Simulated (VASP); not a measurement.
# Au (P6_3/mmc) in VASP: a series of runs, part 2 of 2

VASP 6.6.1. Earlier steps stand in the parts before.

## 4. Single point, PBE (volume scaled by 1.02)

INCAR

```
SYSTEM = Au
PREC = Accurate
ENCUT = 520
EDIFF = 1E-7
ISMEAR = -1
SIGMA = 0.03
LREAL = .False.
LASPH = .True.
NELM = 80
ALGO = Normal
ISIF = 2
LWAVE = .False.
LCHARG = .False.
GGA = PE
NBANDS = 18
```

KPOINTS

```
regular mesh
0
Gamma
  14 14 8
  0 0 0
```

POSCAR

```
Au
1.0
    2.9192042576      0.0000000000      0.0000000000
   -1.4596021288      2.5281050460      0.0000000000
    0.0000000000      0.0000000000      4.9123188226
Au
2
Direct
    0.3333333333      0.6666666667      0.7500000000
    0.6666666667      0.3333333333      0.2500000000
```

Potentials or basis: VASP PAW PBE potentials, release 64 (Au).

Command:

```bash
cat potpaw_PBE.64/Au/POTCAR > POTCAR
mpirun -np 1 vasp_std > vasp.out
```

OUTCAR:

```text
SYSTEM = Au
   PREC = Accurate
   ENCUT = 520
   EDIFF = 1E-7
   ISMEAR = -1
   LREAL = .False.
   LASPH = .True.
   NELM = 80
   ISIF = 2
   GGA = PE

 ion  position               nearest neighbor table
   1  0.333  0.667  0.750-   2 2.98   2 2.98   2 2.98   2 2.98   2 2.98   2 2.98
   2  0.667  0.333  0.250-   1 2.98   1 2.98   1 2.98   1 2.98   1 2.98   1 2.98

  LATTYP: Found a hexagonal cell.
 ALAT       =     2.9192042576
 C/A-ratio  =     1.6827595431

  Lattice vectors:

 A1 = (   2.9192042576,   0.0000000000,   0.0000000000)
 A2 = (  -1.4596021288,   2.5281050460,   0.0000000000)
 A3 = (   0.0000000000,   0.0000000000,   4.9123188226)

Analysis of symmetry for initial positions (statically):
=====================================================================
 Subroutine PRICEL returns:
 Original cell was already a primitive cell.

 Routine SETGRP: Setting up the symmetry group for a
 hexagonal supercell.

 Subroutine GETGRP returns: Found 24 space group operations
 (whereof 12 operations were pure point group operations)
 out of a pool of 24 trial point group operations.

The static configuration has the point symmetry D_3d.
[... 162 lines left out ...]

 E-fermi :   8.4649     XC(G=0): -12.3478

 val. band max:        8.4475435532   @ k =   0.3571   0.1429   0.2500
 cond. band min:       8.4649492642   @ k =   0.4286   0.0714   0.2500
 fundamental gap:      0.0174057109
 Fermi energy:         8.4649412465

 k-point     1 :       0.0000    0.0000    0.0000
  band No.  band energies     occupation
      1      -0.7428      2.00000
      2       1.6181      2.00000
      3       3.9350      2.00000
      4       4.2011      2.00000
      5       4.2011      2.00000
      6       4.4770      2.00000
[... 481 lines left out ...]
      5       4.0328      2.00000
      6       4.1533      2.00000
[... 10 lines left out ...]
     17      19.1533      0.00000
     18      19.3865      0.00000

 [... further k-points ...]

------------------------ aborting loop because EDIFF is reached ----------------------------------------

  FORCE on cell =-STRESS in cart. coord.  units (eV):
  Direction    XX          YY          ZZ          XY          YZ          ZX
  --------------------------------------------------------------------------------------
  -------------------------------------------------------------------------------------
  Total       -0.1921610     -0.1921610     -0.2824077      0.0000000     -0.0000000      0.0000000
  in kB       -8.4923867     -8.4923867    -12.4807604      0.0000000     -0.0000000      0.0000000
  external PRESSURE =      -9.8218446 kB  Pullay stress =       0.0000000 kB

 VOLUME and BASIS-vectors are now :
 -----------------------------------------------------------------------------
  energy-cutoff  :      520.00
  volume of cell :       36.25
      direct lattice vectors                 reciprocal lattice vectors
     2.919204258  0.000000000  0.000000000     0.342559106  0.197776592  0.000000000
    -1.459602129  2.528105046  0.000000000     0.000000000  0.395553184  0.000000000
     0.000000000  0.000000000  4.912318823     0.000000000  0.000000000  0.203569849

 POSITION                                       TOTAL-FORCE (eV/Angst)
 -----------------------------------------------------------------------------------
     -0.00000      1.68540      3.68424        -0.000000      0.000000      0.000000
      1.45960      0.84270      1.22808         0.000000     -0.000000      0.000000
 -----------------------------------------------------------------------------------
    total drift:                                0.000000     -0.000000      0.000000

  FREE ENERGIE OF THE ION-ELECTRON SYSTEM (eV)
  ---------------------------------------------------
  free  energy   TOTEN  =        -6.4194567647 eV

  energy  without entropy=       -6.4156228482  energy(sigma->0) =       -6.41753981
```

OSZICAR:

```text
N       E                     dE             d eps       ncg     rms          rms(c)
DAV:   1     0.120965543604E+03    0.12097E+03   -0.11631E+04  4328   0.118E+03
DAV:   2    -0.486811983739E+01   -0.12583E+03   -0.11997E+03  4538   0.257E+02
DAV:   3    -0.693572627563E+01   -0.20676E+01   -0.20543E+01  5062   0.330E+01
DAV:   4    -0.694494365074E+01   -0.92174E-02   -0.92161E-02  4830   0.233E+00
DAV:   5    -0.694502915044E+01   -0.85500E-04   -0.85498E-04  4812   0.239E-01    0.109E+01
DAV:   6    -0.645058415590E+01    0.49444E+00   -0.97827E-01  4460   0.899E+00    0.725E+00
DAV:   7    -0.642279526664E+01    0.27789E-01   -0.76711E-02  4754   0.249E+00    0.335E+00
DAV:   8    -0.641945558654E+01    0.33397E-02   -0.48903E-03  4512   0.540E-01    0.289E-01
DAV:   9    -0.641944198806E+01    0.13598E-04   -0.20573E-05  4888   0.360E-02    0.218E-02
DAV:  10    -0.641945730207E+01   -0.15314E-04   -0.74616E-06  4780   0.262E-02    0.810E-03
DAV:  11    -0.641945679044E+01    0.51163E-06   -0.87701E-08  3780   0.210E-03    0.824E-04
DAV:  12    -0.641945676472E+01    0.25727E-07   -0.12214E-08  2330   0.896E-04
   1 F= -.64194568E+01 E0= -.64175398E+01  d E =-.383392E-02
```

It took 60 s on 1 thread of Intel Xeon Platinum 8488C (Sapphire Rapids), shared host; peak memory 0.2 GiB.

Results:

```yaml
Free_energy: -6.4195 eV
Pressure: -1.0 GPa
Band_gap_on_the_k_mesh: zero (band 11 reaches 12.17 eV, above the bottom of band 12 at 5.92 eV)
```

Caveat: the cell differs from its parent crystal (volume scaled by 1.02); spin-orbit coupling is left out, which moves the levels of the heavy elements.

## 5. Single point, PBE (volume scaled by 1.04)

INCAR

```
SYSTEM = Au
  PREC = Accurate
  ENCUT = 520
  EDIFF = 1E-6
  ISMEAR = -1
  SIGMA = 0.03
  LREAL = .False.
  LASPH = .True.
  NELM = 100
  ALGO = Normal
  ISIF = 2
  LWAVE = .False.
  LCHARG = .True.
  GGA = PE
  LELF = .True.
  LVHAR = .True.
  NBANDS = 18
```

KPOINTS

```
Automatic mesh
0
Gamma
  14 14 8
  0 0 0
```

POSCAR

```
Au
1.0
    2.9381606606      0.0000000000      0.0000000000
   -1.4690803303      2.5445217725      0.0000000000
    0.0000000000      0.0000000000      4.9442178906
Au
2
Direct
    0.3333333333      0.6666666667      0.7500000000
    0.6666666667      0.3333333333      0.2500000000
```

Command:

```bash
cat potpaw_PBE.64/Au/POTCAR > POTCAR
mpirun -np 1 vasp_std > vasp.out
```

Wall time 60 s (1 thread of Intel Xeon Platinum 8488C (Sapphire Rapids), shared host); peak memory 0.2 GiB.

Results (log left out):

```
Free energy            : -6.4102 eV
Pressure               : -3.4 GPa
Band gap on the k mesh : zero (band 11 reaches 11.80 eV, above the bottom of band 12 at 5.66 eV)
```

Stress tensor (GPa, compression positive):
```
-3.34  0.00  0.00
 0.00 -3.34  0.00
 0.00  0.00 -3.49
```

Levels at points of the mesh, in eV from the Fermi level:
| k point | band 8 | band 9 | band 10 | band 11 | band 12 | band 13 | band 14 | band 15 |
| --- | --- | --- | --- | --- | --- | --- | --- | --- |
| (0.00, 0.00, 0.00) | -3.28 | -3.28 | -2.10 | -2.10 | -0.76 | 2.29 | 14.64 | 15.61 |
| (0.50, 0.00, 0.00) | -1.91 | -1.82 | -1.67 | 0.39 | 1.42 | 5.55 | 6.79 | 7.02 |
| (0.00, 0.00, 0.50) | -4.20 | -2.50 | -2.50 | -2.50 | -2.50 | 10.07 | 10.07 | 14.90 |
| (0.50, 0.00, 0.50) | -2.27 | -1.73 | -1.73 | 0.65 | 0.65 | 3.57 | 3.57 | 12.84 |

Caveat: the cell differs from its parent crystal (volume scaled by 1.04); spin-orbit coupling is left out, which moves the levels of the heavy elements.

## 6. Single point, LDA

This run uses another cell than the first one, of 17.77 Å³/atom, 1.010 times its volume.

INCAR

```
SYSTEM = Au
  PREC = Accurate
  ENCUT = 500
  EDIFF = 1E-6
  ISMEAR = -1
  SIGMA = 0.03
  LREAL = .FALSE.
  LASPH = .TRUE.
  NELM = 120
  ALGO = Normal
  ISIF = 2
  LWAVE = .FALSE.
  LCHARG = .FALSE.
  NBANDS = 18
  GGA_COMPAT = .FALSE.
```

KPOINTS

```
regular mesh
0
G
  14 14 8
  0 0 0
```

POSCAR

```
Au
1.0
    2.8999984104      0.0000000000      0.0000000000
   -1.4499992052      2.5114722944      0.0000000000
    0.0000000000      0.0000000000      4.8800000000
Au
2
Direct
    0.3333333333      0.6666666667      0.7500000000
    0.6666666667      0.3333333333      0.2500000000
```

Potentials or basis: VASP PAW LDA potentials, release 64 (Au).

Command:

```bash
cat potpaw_LDA.64/Au/POTCAR > POTCAR
mpirun -np 1 vasp_std > vasp.out
```

It took 30 s on 1 thread of AMD EPYC 9R45 (Zen 5), shared host; peak memory 0.15 GiB.

The run converged. Its results:

```yaml
Free_energy: -8.7888 eV
Pressure: -10.3 GPa
Band_gap_on_the_k_mesh: zero (band 11 reaches 12.32 eV, above the bottom of band 12 at 6.01 eV)
```

Levels at points of the mesh, in eV from the Fermi level:
```csv
k point,band 9,band 10,band 11,band 12,band 13,band 14
"(0.00, 0.00, 0.00)",-3.40,-2.12,-2.12,-0.98,2.46,14.62
"(0.50, 0.00, 0.00)",-1.82,-1.65,0.38,1.50,5.59,7.02
"(0.00, 0.00, 0.50)",-2.55,-2.55,-2.55,-2.55,10.30,10.30
"(0.50, 0.00, 0.50)",-1.72,-1.72,0.53,0.53,3.75,3.75
```

Caveat: spin-orbit coupling is left out, which moves the levels of the heavy elements.

## 7. Summary

| level | potentials or basis | cell | cutoff (eV) | gap on the mesh (eV) | pressure (GPa) |
| --- | --- | --- | --- | --- | --- |
| PBE | VASP PAW PBE potentials, release 64 (Au) | a = 2.890, b = 2.890, c = 4.864 Å, angles 90.0, 90.0, 120.0°, 2 atoms | 520 | none | 3.3 |
| PBE | VASP PAW PBE potentials, release 64 (Au) | a = 2.910, b = 2.910, c = 4.896 Å, angles 90.0, 90.0, 120.0°, 2 atoms | 520 | none | 0.3 |
| PBE | VASP PAW PBE potentials, release 64 (Au) | a = 2.919, b = 2.919, c = 4.912 Å, angles 90.0, 90.0, 120.0°, 2 atoms | 520 | none | -1.0 |
| PBE | VASP PAW PBE potentials, release 64 (Au) | a = 2.938, b = 2.938, c = 4.944 Å, angles 90.0, 90.0, 120.0°, 2 atoms | 520 | none | -3.4 |
| LDA | VASP PAW LDA potentials, release 64 (Au) | a = 2.900, b = 2.900, c = 4.880 Å, angles 90.0, 90.0, 120.0°, 2 atoms | 500 | none | -10.3 |

Alike in all rows: task single point; no spin polarisation; k mesh 14 × 14 × 8; smearing fermi-dirac 0.03 eV.

Caveats: spin-orbit coupling is left out, which moves the levels of the heavy elements.

Absolute energies hang on the potentials; compare differences alone.
